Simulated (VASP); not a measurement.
Input of a VASP 6.6.1 run:

INCAR

```
  ALGO = Normal
  EDIFF = 1E-6
  ENCUT = 520
  ISIF = 2
  ISMEAR = -1
  LASPH = T
  LCHARG = F
  LREAL = F
  LWAVE = F
  NBANDS = 10
  NELM = 60
  PREC = Accurate
  SIGMA = 0.1
```

File KPOINTS:

```
k-points
0
Gamma
  27 27 27
```

Contents of POSCAR:

```
Fe
1.0
   -1.3498227877      1.3498227877      1.3498227877
    1.3498227877     -1.3498227877      1.3498227877
    1.3498227877      1.3498227877     -1.3498227877
Fe
1
Direct
    0.0000000000      0.0000000000      0.0000000000
```

Potentials or basis: VASP PAW LDA potentials, release 64 (Fe).

Command:

```sh
$ cat potpaw_LDA.64/Fe/POTCAR > POTCAR
$ mpirun -np 1 vasp_std > vasp.out
```

(1) What does it give for the band gap on the k mesh?

(2) Predict the pressure.

Results:

(1) zero (band 4 reaches 8.48 eV, above the bottom of band 5 at 6.19 eV).

(2) -0.2 GPa.

Caveat: the run has no spin polarisation, though such a crystal can be magnetic.
